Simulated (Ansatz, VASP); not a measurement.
**Two plane-wave programs on AlN**

```xyz
2
Lattice="0.0000 1.9780 1.9582 1.9780 0.0000 1.9582 1.9780 1.9780 0.0000" Properties=species:S:1:pos:R:3 pbc="T T T"
Al    0.0000    0.0000    0.0000
N     1.9780    1.9780    1.9582
```

Change from the starting cell: zz strain of -1 %, PAW files.

Alike in both runs: task electric field gradients; functional LDA; k mesh 10 × 10 × 10; occupations fermi-dirac, width 0.02 eV; no spin polarisation.

|  | VASP | Ansatz |
| --- | --- | --- |
| version | VASP 6.6.1 | Ansatz 0.2.0 |
| potentials or method | VASP PAW LDA potentials, release 64 (Al, N) | PAW with Ansatz's default frozen-core files, scalar-relativistic |
| plane-wave cutoff (eV) | 520 | 420 |
| valence electrons in the cell | 8 | 8 |

```csv
,VASP,Ansatz,Ansatz less VASP
gap on the k mesh at the Fermi level (eV),4.96,4.96,+0.002
pressure (GPa),16.7,15.8,-0.84
"traceless stress, the component that is largest in VASP (GPa)",2.87,2.79,-0.085
size of Vzz on the site where it differs most (V/Å²),4.3,4.0,-0.34
```

LDA's correlation is that of Perdew and Zunger in VASP and of Perdew and Wang (1992) in Ansatz.
